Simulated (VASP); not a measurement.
Here is a VASP 6.6.1 calculation.

The input INCAR:

```
PREC = Accurate
ENCUT = 520
EDIFF = 1E-6
ISMEAR = -1
SIGMA = 0.05
LREAL = F
LASPH = T
NELM = 150
ALGO = Normal
ISIF = 2
LWAVE = F
LCHARG = F
LNONCOLLINEAR = T
MAGMOM = 7 0 0
LORBIT = 11
LSORBIT = T
GGA_COMPAT = F
LORBMOM = T
LMAXMIX = 6
GGA = PS
NBANDS = 28
```

KPOINTS

```
Automatic mesh
0
Gamma
  6 6 6
```

The input POSCAR:

```
Eu
1.0
   -2.3030000000      2.3030000000      2.3030000000
    2.3030000000     -2.3030000000      2.3030000000
    2.3030000000      2.3030000000     -2.3030000000
Eu
1
Direct
    0.0000000000      0.0000000000      0.0000000000
```

Potentials or basis: VASP PAW PBE potentials, release 64 (Eu).

The run is started by

```bash
$ cat potpaw_PBE.64/Eu/POTCAR > POTCAR
$ mpirun -np 1 vasp_ncl > vasp.out
```

(1) Predict the pressure.

(2) Estimate the net moment.

Results:

(1) -2.8 GPa.

(2) 7.43 μB per cell.

Caveat: the PAW data sets were made with another functional, which shifts forces and pressure a little.
